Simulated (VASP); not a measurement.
PtC: relaxation of cell and atoms with PBE

The system is PtC.

```
Pt C
1.0
     2.62990    0.00000    0.00000
     0.00000    2.62990    0.00000
     0.00000    0.00000    3.44705
Pt C
1 1
Direct
  0.50000 0.50000 0.50000
  0.00000 0.00000 0.00000
```

| Quantity | Value |
| --- | --- |
| Program | VASP 6.6.1 |
| Task | relaxation of cell and atoms |
| Functional | PBE |
| Potentials or basis | VASP PAW PBE potentials, release 64 (Pt, C) |
| Cutoff | 600 eV |
| k mesh | 20 × 20 × 16 |
| Occupations | gaussian, width 0.1 eV |
| Spin | no spin polarisation |
| Dipole correction | no |
| Further INCAR settings | ALGO = Normal; EDIFF = 1e-06; IBRION = 2; EDIFFG = -0.01; NSW = 100; ISIF = 3 |

* Relaxed volume: 11.06 Å³/atom
* Relaxed cell: a = 2.805 Å, b = 2.805 Å, c = 2.811 Å, α = 90.00°, β = 90.00°, γ = 90.00°
* Space group after relaxing (to 0.1 Å): Pm-3m (No. 221)
* Energy gained by relaxing: 260.4 meV/atom
* Ionic steps: 11
* Pressure after relaxing: 0.0 GPa
* Band gap on the k mesh: zero (bands 7 and 8 overlap by 4.16 eV)

Stress tensor (GPa, compression positive):
```
 0.07  0.00  0.00
 0.00  0.07  0.00
 0.00  0.00 -0.01
```

The path:
```
step  energy change (eV)  largest force (eV/Å)  pressure (GPa)  volume (Å³)
   1              0.0000                0.0000           -3.27        23.84
   2             -0.4286                0.0000           -4.21        22.84
   3             -0.5062                0.0000           -1.23        22.30
   4             -0.3852                0.0000           16.21        21.01
   5             -0.5171                0.0000            0.36        22.10
   6             -0.5195                0.0000            2.11        21.93
   7             -0.5196                0.0000            1.62        21.97
   8             -0.5186                0.0000           -2.57        22.39
   9             -0.5205                0.0000           -0.12        22.14
  10             -0.5207                0.0000           -0.05        22.13
  11             -0.5208                0.0000            0.04        22.12
```

Final structure:
```
CELL_PARAMETERS angstrom
2.80521 0.00000 0.00000
0.00000 2.80521 0.00000
0.00000 0.00000 2.81132
ATOMIC_POSITIONS crystal
Pt 0.50000 0.50000 0.50000
C 0.00000 0.00000 0.00000
```

Levels at points of the mesh, in eV from the Fermi level:
| k point | band 4 | band 5 | band 6 | band 7 | band 8 | band 9 | band 10 | band 11 |
| --- | --- | --- | --- | --- | --- | --- | --- | --- |
| (0.00, 0.00, 0.00) | -1.73 | -1.73 | -1.71 | -0.10 | -0.07 | -0.07 | 4.03 | 15.72 |
| (0.50, 0.00, 0.00) | -4.60 | -4.57 | -1.51 | -0.04 | 3.84 | 3.84 | 8.77 | 9.24 |
| (0.50, 0.50, 0.00) | -4.59 | -3.14 | -3.14 | -0.44 | -0.26 | 1.27 | 4.67 | 12.26 |
| (0.00, 0.00, 0.50) | -4.57 | -4.57 | -1.50 | -0.08 | 3.85 | 3.85 | 8.79 | 9.23 |
| (0.50, 0.00, 0.50) | -4.59 | -3.12 | -3.11 | -0.42 | -0.27 | 1.30 | 4.63 | 12.27 |
| (0.50, 0.50, 0.50) | -7.87 | -0.17 | -0.15 | 3.87 | 3.87 | 3.89 | 5.52 | 5.52 |

Wall time 21 min on 1 thread of Intel Xeon 8259CL (shared host), peak memory 0.37 GiB.

Caveat: a cell axis changed by over 15 % at a fixed basis, so the end point is rough; spin-orbit coupling is left out, which moves the levels of the heavy elements.
